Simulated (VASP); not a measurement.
Here is a VASP 6.6.1 calculation.

INCAR

```
SYSTEM = Li2TiO2
ALGO = Normal
EDIFF = 1E-6
EDIFFG = -0.01
ENCUT = 600
GGA = PE
IBRION = 2
ISIF = 3
ISMEAR = 0
LASPH = .TRUE.
LCHARG = .FALSE.
LREAL = .FALSE.
LWAVE = .FALSE.
NELM = 100
NSW = 100
PREC = Accurate
SIGMA = 0.1
```

Contents of KPOINTS:

```
k-points
0
G
  12 12 10
  0 0 0
```

Contents of POSCAR:

```
Li2TiO2
1.0
    3.9089645726      0.0000000000      0.0000000000
   -1.9544822863      3.3852626224      0.0000000000
    0.0000000000      0.0000000000      3.6897460801
Li Ti O
2 1 2
Direct
    0.3333333333      0.6666666667      0.0000000000
    0.6666666667      0.3333333333      0.0000000000
    0.0000000000      0.0000000000      0.5000000000
    0.3333333333      0.6666666667      0.5000000000
    0.6666666667      0.3333333333      0.5000000000
```

Potentials or basis: VASP PAW PBE potentials, release 64 (Li_sv, Ti_sv, O).

Run with:

```sh
$ cat potpaw_PBE.64/Li_sv/POTCAR potpaw_PBE.64/Ti_sv/POTCAR potpaw_PBE.64/O/POTCAR > POTCAR
$ mpirun -np 1 vasp_std > vasp.out
```

**Question.** What does it give for the space group after relaxing (to 0.05 Å)?

**Answer.** P6/mmm (No. 191).

**Question.** What does it give for the band gap on the k mesh?

**Answer.** Zero (band 15 reaches 6.10 eV, above the bottom of band 16 at 5.75 eV).

**Question.** Predict the relaxed cell.

**Answer.** a = 3.912 Å, b = 3.912 Å, c = 3.680 Å, α = 90.00°, β = 90.00°, γ = 120.00°.

**Question.** Estimate the relaxed volume.

**Answer.** 9.75 Å³/atom.

Step by step:
```csv
step,energy change (eV),largest force (eV/Å),pressure (GPa),volume (Å³)
1,0.0000,0.0000,-0.08,48.83
2,-0.0003,0.0000,0.04,48.79
3,-0.0003,0.0000,0.04,48.77
```

Caveat: the cutoff is under 1.25 times the usual one of these potentials, so pressure, stress and relaxed cells hold a basis-set (Pulay) error.
